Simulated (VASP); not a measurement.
# Ru in VASP: a series of runs, part 3 of 3

VASP 6.6.1.

### Step 4. Electric field gradients, PBE (equal xy, yz and zx shear strains of +1 %)

Contents of INCAR:

```
PREC = Accurate ; ENCUT = 520
EDIFF = 1E-8 ; ISMEAR = -1
SIGMA = 0.03 ; LREAL = F
LASPH = T ; NELM = 80
ALGO = Normal ; ISIF = 2
LWAVE = F ; LCHARG = F
GGA = PE ; LEFG = T
NBANDS = 21
```

Contents of KPOINTS:

```
regular mesh
0
Gamma
  14 14 8
```

Contents of POSCAR:

```
Ru
1.0
    2.7057993342      0.0135289967      0.0135289967
   -1.3411832123      2.3365264627      0.0049519565
    0.0214095000      0.0214095000      4.2819000000
Ru
2
Direct
    0.3333333333      0.6666666667      0.2500000000
    0.6666666667      0.3333333333      0.7500000000
```

Potentials or basis: VASP PAW PBE potentials, release 64 (Ru_pv).

Run with:

```console
$ cat potpaw_PBE.64/Ru_pv/POTCAR > POTCAR
$ mpirun -np 1 vasp_std > vasp.out
```

OUTCAR:

```text
PREC = Accurate
   ENCUT = 520
   EDIFF = 1E-8
   ISMEAR = -1
   LREAL = F
   LASPH = T
   NELM = 80
   ISIF = 2
   GGA = PE

 ion  position               nearest neighbor table
   1  0.333  0.667  0.250-   2 2.64   2 2.64   2 2.64   2 2.65   2 2.66   2 2.67
   2  0.667  0.333  0.750-   1 2.64   1 2.64   1 2.64   1 2.65   1 2.66   1 2.67

  LATTYP: Found a triclinic cell.
 ALAT       =     2.7175870488
 B/A-ratio  =     2.3243106161
 C/A-ratio  =     0.9956873247
 COS(alpha) =     0.0006422583
 COS(beta)  =     0.5064876926
 COS(gamma) =     0.6342581542

  Lattice vectors:

 A1 = (  -1.3646161219,  -2.3500554594,  -0.0184809532)
 A2 = (  -0.0020234096,  -4.6651724221,   4.2584670903)
 A3 = (  -2.7057993342,  -0.0135289967,  -0.0135289967)

Analysis of symmetry for initial positions (statically):
=====================================================================
 Subroutine PRICEL returns:
 Original cell was already a primitive cell.

 Routine SETGRP: Setting up the symmetry group for a
 triclinic supercell.

 Subroutine GETGRP returns: Found  2 space group operations
 (whereof  2 operations were pure point group operations)
 out of a pool of  2 trial point group operations.

The static configuration has the point symmetry S_2 .

Analysis of symmetry for dynamics (positions and initial velocities):
=====================================================================
 Subroutine PRICEL returns:
 Original cell was already a primitive cell.

 Routine SETGRP: Setting up the symmetry group for a
 triclinic supercell.

[... 156 lines left out ...]
 Fermi energy:        12.8305283936

 k-point     1 :       0.0000    0.0000    0.0000
  band No.  band energies     occupation
      1     -30.8108      2.00000
      2     -29.8751      2.00000
      3     -29.8654      2.00000
      4     -29.7078      2.00000
      5     -29.6949      2.00000
      6     -29.6630      2.00000
[... 565 lines left out ...]
     20      23.2611      0.00000
     21      23.2731      0.00000

 [... further k-points ...]

------------------------ aborting loop because EDIFF is reached ----------------------------------------

  FORCE on cell =-STRESS in cart. coord.  units (eV):
  Direction    XX          YY          ZZ          XY          YZ          ZX
  --------------------------------------------------------------------------------------
  -------------------------------------------------------------------------------------
  Total        0.8649983      0.8619437      0.5936648     -0.3353988     -0.3307819     -0.3303771
  in kB       51.0504958     50.8702217     35.0369255    -19.7945761    -19.5220971    -19.4982051
  external PRESSURE =      45.6525477 kB  Pullay stress =       0.0000000 kB

 VOLUME and BASIS-vectors are now :
 -----------------------------------------------------------------------------
  energy-cutoff  :      520.00
  volume of cell :       27.15
      direct lattice vectors                 reciprocal lattice vectors
     2.705799334  0.013528997  0.013528997     0.368533324  0.211546960 -0.002900401
    -1.341183212  2.336526463  0.004951957    -0.002123241  0.426771481 -0.002123241
     0.021409500  0.021409500  4.281900000    -0.001161954 -0.001161954  0.233552805

 POSITION                                       TOTAL-FORCE (eV/Angst)
 -----------------------------------------------------------------------------------
      0.01316      1.56755      1.07829        -0.041371     -0.001461      0.004691
      1.37286      0.80392      3.22209         0.041371      0.001461     -0.004691
 -----------------------------------------------------------------------------------
    total drift:                                0.000000     -0.000000      0.000000

  FREE ENERGIE OF THE ION-ELECTRON SYSTEM (eV)
  ---------------------------------------------------
  free  energy   TOTEN  =       -18.4550678022 eV

  energy  without entropy=      -18.4484031133  energy(sigma->0) =      -18.45173546

 Electric field gradients (V/A^2)
---------------------------------------------------------------------
 ion       V_xx      V_yy      V_zz      V_xy      V_xz      V_yz
---------------------------------------------------------------------
   1       6.388     6.636   -13.023     1.261     2.197     2.200
   2       6.388     6.636   -13.023     1.261     2.197     2.200
---------------------------------------------------------------------

 Electric field gradients after diagonalization (V/A^2)
 (convention: |V_zz| > |V_xx| > |V_yy|)
----------------------------------------------------------------------
 ion       V_xx      V_yy      V_zz     asymmetry (V_yy - V_xx)/ V_zz
----------------------------------------------------------------------
   1       8.233     5.246   -13.478       0.222
   2       8.233     5.246   -13.478       0.222
----------------------------------------------------------------------

           NMR quadrupolar parameters

 Cq : quadrupolar parameter    Cq=e*Q*V_zz/h
 eta: asymmetry parameters     (V_yy - V_xx)/ V_zz
 Q  : nuclear electric quadrupole moment in mb (millibarn)
----------------------------------------------------------------------
 ion       Cq(MHz)       eta       Q (mb)
----------------------------------------------------------------------
   1      -0.033       0.222       1.000
   2      -0.033       0.222       1.000
----------------------------------------------------------------------
```

OSZICAR:

```text
N       E                     dE             d eps       ncg     rms          rms(c)
DAV:   1     0.287978556672E+03    0.28798E+03   -0.17574E+04 33208   0.148E+03
DAV:   2    -0.138765516102E+02   -0.30186E+03   -0.29266E+03 33946   0.446E+02
DAV:   3    -0.197566653433E+02   -0.58801E+01   -0.58456E+01 38781   0.695E+01
DAV:   4    -0.198003816688E+02   -0.43716E-01   -0.43661E-01 41809   0.576E+00
DAV:   5    -0.198009187636E+02   -0.53709E-03   -0.53313E-03 37825   0.571E-01    0.178E+01
DAV:   6    -0.185393465845E+02    0.12616E+01   -0.28428E+00 38111   0.165E+01    0.480E+00
DAV:   7    -0.184628276499E+02    0.76519E-01   -0.42568E-01 38261   0.487E+00    0.105E+00
DAV:   8    -0.184555320250E+02    0.72956E-02   -0.16650E-02 36321   0.108E+00    0.357E-01
DAV:   9    -0.184550615604E+02    0.47046E-03   -0.87435E-04 37545   0.316E-01    0.344E-02
DAV:  10    -0.184550708073E+02   -0.92469E-05   -0.57334E-05 37521   0.785E-02    0.194E-02
DAV:  11    -0.184550678202E+02    0.29871E-05   -0.81901E-06 37526   0.273E-02    0.114E-03
DAV:  12    -0.184550677782E+02    0.41952E-07   -0.80188E-08 38281   0.263E-03    0.809E-04
DAV:  13    -0.184550678089E+02   -0.30668E-07   -0.17451E-09 24018   0.418E-04    0.131E-04
DAV:  14    -0.184550678022E+02    0.66934E-08   -0.16041E-10 21553   0.131E-04
   1 F= -.18455068E+02 E0= -.18451735E+02  d E =-.666469E-02
```

stdout:

```text
POSCAR found type information on POSCAR Ru
 POSCAR found :  1 types and       2 ions
 scaLAPACK will be used
 LDA part: xc-table for (Slater+PW92), standard interpolation
 POSCAR, INCAR and KPOINTS ok, starting setup
 FFT: planning ... GRIDC
 FFT: planning ... GRID_SOFT
 FFT: planning ... GRID
 WAVECAR not read
 entering main loop
ion   1
     0.0000541     0.0522331    -0.1172308    -0.7472758    -0.1173776     0.0040976
     0.0000746     0.0522331    -0.1172308    -0.7472758    -0.1173776     0.0040976
     0.0001027     0.0522331    -0.1172308    -0.7472758    -0.1173776     0.0040976
     0.0001414     0.0522331    -0.1172308    -0.7472757    -0.1173776     0.0040976

     0.0000541    -1.1991032    -2.0751562    10.3930571    -2.0722954     0.1123974
     0.0000746    -1.1990901    -2.0751677    10.3920794    -2.0723073     0.1123921
     0.0001027    -1.1990760    -2.0751922    10.3905236    -2.0723324     0.1123836
     0.0001414    -1.1990647    -2.0752412    10.3880595    -2.0723825     0.1123701

ion   2
     0.0000541     0.0522331    -0.1172308    -0.7472758    -0.1173776     0.0040976
     0.0000746     0.0522331    -0.1172308    -0.7472758    -0.1173776     0.0040976
     0.0001027     0.0522331    -0.1172308    -0.7472758    -0.1173776     0.0040976
     0.0001414     0.0522331    -0.1172308    -0.7472757    -0.1173776     0.0040976

     0.0000541    -1.1991032    -2.0751562    10.3930571    -2.0722954     0.1123974
     0.0000746    -1.1990901    -2.0751677    10.3920794    -2.0723073     0.1123921
     0.0001027    -1.1990760    -2.0751922    10.3905236    -2.0723324     0.1123836
     0.0001414    -1.1990647    -2.0752412    10.3880595    -2.0723825     0.1123701
```

Run time: 2.6 min. Hardware: 1 thread of Intel Xeon 6975P-C (Granite Rapids), shared host; peak memory 0.43 GiB.

What came out:

```
Free energy                             : -18.4551 eV
Pressure                                : 4.6 GPa
Largest force                           : 0.042 eV/Å
Band gap on the k mesh                  : zero (bands 14 and 15 overlap by 3.15 eV)
Largest electric field gradient by atom : Ru -13.5 V/Å²
```

Forces in eV/Å, atoms in the order of the input:
```
Ru  -0.041 -0.001  0.005
Ru   0.041  0.001 -0.005
```

Levels at points of the mesh, in eV from the Fermi level:
| k point | band 11 | band 12 | band 13 | band 14 | band 15 | band 16 | band 17 | band 18 |
| --- | --- | --- | --- | --- | --- | --- | --- | --- |
| (0.00, 0.00, 0.00) | -2.42 | -1.98 | -1.82 | -1.39 | -1.36 | 1.17 | 1.22 | 1.31 |
| (0.50, 0.00, 0.00) | -2.08 | -1.81 | -1.55 | 1.42 | 1.84 | 1.95 | 4.04 | 6.08 |
| (0.00, 0.50, 0.00) | -2.07 | -1.78 | -1.50 | 1.44 | 1.85 | 1.93 | 4.08 | 6.15 |
| (0.50, 0.50, 0.00) | -2.05 | -1.75 | -1.45 | 1.46 | 1.88 | 1.91 | 4.12 | 6.21 |
| (0.00, 0.00, 0.50) | -2.68 | -2.68 | -2.67 | -2.66 | 0.46 | 0.50 | 0.62 | 0.65 |
| (0.50, 0.00, 0.50) | -1.03 | -0.98 | 0.41 | 0.47 | 1.65 | 1.70 | 3.31 | 3.42 |
| (0.00, 0.50, 0.50) | -1.06 | -1.03 | 0.44 | 0.48 | 1.67 | 1.71 | 3.37 | 3.45 |
| (0.50, 0.50, 0.50) | -1.10 | -1.08 | 0.47 | 0.49 | 1.71 | 1.72 | 3.44 | 3.47 |

Electric field gradients, principal values (V/Å²):
| atom | least | middle | greatest (by size) |
| --- | --- | --- | --- |
| 1 Ru | 5.246 | 8.233 | -13.478 |
| 2 Ru | 5.246 | 8.233 | -13.478 |

Caveat: the cell differs from its parent crystal (equal xy, yz and zx shear strains of +1 %); the cell stands under pressure; without QUAD_EFG the Cq values of the log hold for a quadrupole moment of 1 mb, not for the nuclei.

### Step 5. Overview

| task | cell | k mesh for the DOS | occupations for the DOS | gap on the mesh (eV) | pressure (GPa) | largest force (eV/Å) |
| --- | --- | --- | --- | --- | --- | --- |
| single point | a = 2.706, b = 2.706, c = 4.282 Å, angles 90.0, 90.0, 120.0°, 2 atoms | 21 × 21 × 12 | tetrahedron | - | - | - |
| electric field gradients | a = 2.706, b = 2.729, c = 4.282 Å, angles 90.4, 91.1, 120.9°, 2 atoms | - | - | none | 4.9 | 0.10 |
| electric field gradients | a = 2.706, b = 2.694, c = 4.282 Å, angles 89.8, 89.4, 119.6°, 2 atoms | - | - | none | 4.6 | 0.04 |

Alike in all rows: level PBE; potentials or basis VASP PAW PBE potentials, release 64 (Ru_pv); no spin polarisation; k mesh 14 × 14 × 8; cutoff (eV) 520; smearing fermi-dirac 0.03 eV.

Caveats: the cell stands under pressure (at least some runs).

Total energies depend on the potentials used, so only differences within one code and one set of settings carry meaning.
